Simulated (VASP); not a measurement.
# BN (P6_3/mmc) in VASP: settings compared, part 2 of 2

VASP 6.6.1. The steps go on from the part before.

**6. Single point, PBE+D3(BJ) (volume scaled by 0.97, then relaxed in part)**

Contents of INCAR:

```
PREC     = Accurate       # precision mode
ENCUT    = 520            # plane-wave cutoff, eV
EDIFF    = 1E-6           # SCF threshold, eV
ISMEAR   = 0              # smearing method
SIGMA    = 0.02           # smearing width, eV
LREAL    = F              # projectors in reciprocal space
LASPH    = T              # aspherical terms in the spheres
NELM     = 100            # most SCF steps
ALGO     = Normal         # electronic algorithm
ISIF     = 2              # what is computed and relaxed
LWAVE    = F              # write WAVECAR
LCHARG   = F              # write CHGCAR
GGA      = PE             # functional
IVDW     = 12             # dispersion correction
NBANDS   = 16             # bands
```

Contents of KPOINTS:

```
regular mesh
0
Gamma
  12 12 4
```

Contents of POSCAR:

```
BN
1.0
    2.5041117721      0.0000000000      0.0000000000
   -1.2520558860      2.1686244085      0.0000000000
    0.0000000000      0.0000000000      6.4275610483
B N
2 2
Direct
    0.3333333333      0.6666666667      0.2500000000
    0.6666666667      0.3333333333      0.7500000000
    0.3333333333      0.6666666667      0.7500000000
    0.6666666667      0.3333333333      0.2500000000
```

Potentials or basis: VASP PAW PBE potentials, release 64 (B, N).

On the command line:

```console
cat potpaw_PBE.64/B/POTCAR potpaw_PBE.64/N/POTCAR > POTCAR
mpirun -np 1 vasp_std > vasp.out
```

OUTCAR:

```text
PREC = Accurate
   ENCUT = 520
   EDIFF = 1E-6
   ISMEAR = 0
   LREAL = F
   LASPH = T
   NELM = 100
   ISIF = 2
   GGA = PE
   IVDW = 12
 IVDW          = 12

 ion  position               nearest neighbor table
   1  0.333  0.667  0.250-   4 1.45   4 1.45   4 1.45
   2  0.667  0.333  0.750-   3 1.45   3 1.45   3 1.45
   3  0.333  0.667  0.750-   2 1.45   2 1.45   2 1.45
   4  0.667  0.333  0.250-   1 1.45   1 1.45   1 1.45

  LATTYP: Found a hexagonal cell.
 ALAT       =     2.5041117721
 C/A-ratio  =     2.5668027761

  Lattice vectors:

 A1 = (   2.5041117721,   0.0000000000,   0.0000000000)
 A2 = (  -1.2520558860,   2.1686244085,   0.0000000000)
 A3 = (   0.0000000000,   0.0000000000,   6.4275610483)

Analysis of symmetry for initial positions (statically):
=====================================================================
 Subroutine PRICEL returns:
 Original cell was already a primitive cell.

 Routine SETGRP: Setting up the symmetry group for a
 hexagonal supercell.

[... 173 lines left out ...]
 E-fermi :   2.6590     XC(G=0): -10.2854

 val. band max:        2.5709007219   @ k =   0.3333   0.2500   0.0000
 cond. band min:       6.7715436217   @ k =   0.5000   0.0000   0.0000
 fundamental gap:      4.2006428998
 Fermi energy:         2.6589553037

 k-point     1 :       0.0000    0.0000    0.0000
  band No.  band energies     occupation
      1     -15.2975      2.00000
      2     -14.9219      2.00000
      3      -3.8237      2.00000
      4      -1.3425      2.00000
      5       1.2064      2.00000
      6       1.2064      2.00000
[... 433 lines left out ...]
      3      -4.3563      2.00000
      4      -4.2772      2.00000
      5      -1.0429      2.00000
      6      -0.9841      2.00000
[... 8 lines left out ...]
     15      19.5213      0.00000
     16      21.1061      0.00000

 [... further k-points ...]

------------------------ aborting loop because EDIFF is reached ----------------------------------------

 Edisp (eV)   -0.58729

 E8    (eV) :    -0.1726

  FORCE on cell =-STRESS in cart. coord.  units (eV):
  Direction    XX          YY          ZZ          XY          YZ          ZX
  --------------------------------------------------------------------------------------
  -------------------------------------------------------------------------------------
  Total       0.25416     0.25416     0.18691     0.00000    -0.00000     0.00000
  in kB      11.66634    11.66634     8.57966     0.00000    -0.00000     0.00000
  external pressure =       10.64 kB  Pullay stress =        0.00 kB

 VOLUME and BASIS-vectors are now :
 -----------------------------------------------------------------------------
  energy-cutoff  :      520.00
  volume of cell :       34.90
      direct lattice vectors                 reciprocal lattice vectors
     2.504111772  0.000000000  0.000000000     0.399343197  0.230560902  0.000000000
    -1.252055886  2.168624408  0.000000000     0.000000000  0.461121804  0.000000000
     0.000000000  0.000000000  6.427561048     0.000000000  0.000000000  0.155580008

 POSITION                                       TOTAL-FORCE (eV/Angst)
 -----------------------------------------------------------------------------------
     -0.00000      1.44575      1.60689        -0.000000     -0.000000      0.000000
      1.25206      0.72287      4.82067         0.000000     -0.000000      0.000000
     -0.00000      1.44575      4.82067        -0.000000      0.000000      0.000000
      1.25206      0.72287      1.60689         0.000000     -0.000000      0.000000
 -----------------------------------------------------------------------------------
    total drift:                               -0.000000      0.000000      0.000000

  FREE ENERGIE OF THE ION-ELECTRON SYSTEM (eV)
  ---------------------------------------------------
  free  energy   TOTEN  =       -35.7142564052 eV

  energy  without entropy=      -35.7142564052  energy(sigma->0) =      -35.71425641
```

Wall time 24 s (1 thread of Intel Xeon Platinum 8259CL at 2.50GHz (Skylake/Cascade Lake), shared host); peak memory 0.17 GiB.

What came out:

```yaml
Free_energy: -35.7143 eV
Pressure: 1.1 GPa
Band_gap_on_the_k_mesh: 4.20 eV, indirect (least direct gap 4.58 eV)
Dispersion_energy_per_atom: -0.147 eV
```

Levels at points of the mesh, in eV from the valence-band top:
```
           k point  band 6  band 7  band 8  band 9  band 10  band 11
(0.00, 0.00, 0.00)   -1.36   -1.31   -1.31    5.45    10.66    11.50
(0.50, 0.00, 0.00)   -4.09   -1.58   -0.38    4.20     5.77     9.54
(0.00, 0.00, 0.50)   -1.34   -1.34   -1.34    7.99     7.99    11.58
(0.50, 0.00, 0.50)   -4.14   -0.95   -0.95    4.70     4.70     9.91
```

 A k mesh can miss the band edges.

**7. Summary**

| level | potentials or basis | cell | gap on the mesh (eV) | pressure (GPa) |
| --- | --- | --- | --- | --- |
| LDA | VASP PAW LDA potentials, release 64 (B, N) | a = 2.506, b = 2.506, c = 6.614 Å, angles 90.0, 90.0, 120.0°, 4 atoms | 4.06 | -4.8 |
| PBE+D3(BJ) | VASP PAW PBE potentials, release 64 (B, N) | a = 2.493, b = 2.493, c = 5.883 Å, angles 90.0, 90.0, 120.0°, 4 atoms | 4.10 | 6.6 |
| PBE+D3(BJ) | VASP PAW PBE potentials, release 64 (B, N) | a = 2.498, b = 2.498, c = 6.062 Å, angles 90.0, 90.0, 120.0°, 4 atoms | 4.11 | 4.3 |
| PBE+D3(BJ) | VASP PAW PBE potentials, release 64 (B, N) | a = 2.501, b = 2.501, c = 6.243 Å, angles 90.0, 90.0, 120.0°, 4 atoms | 4.15 | 2.4 |
| PBE+D3(BJ) | VASP PAW PBE potentials, release 64 (B, N) | a = 2.504, b = 2.504, c = 6.428 Å, angles 90.0, 90.0, 120.0°, 4 atoms | 4.20 | 1.1 |

Alike in all rows: task single point; no spin polarisation; k mesh 12 × 12 × 4; cutoff (eV) 520; smearing gaussian 0.02 eV.

Total energies depend on the potentials used, so only differences within one code and one set of settings carry meaning.
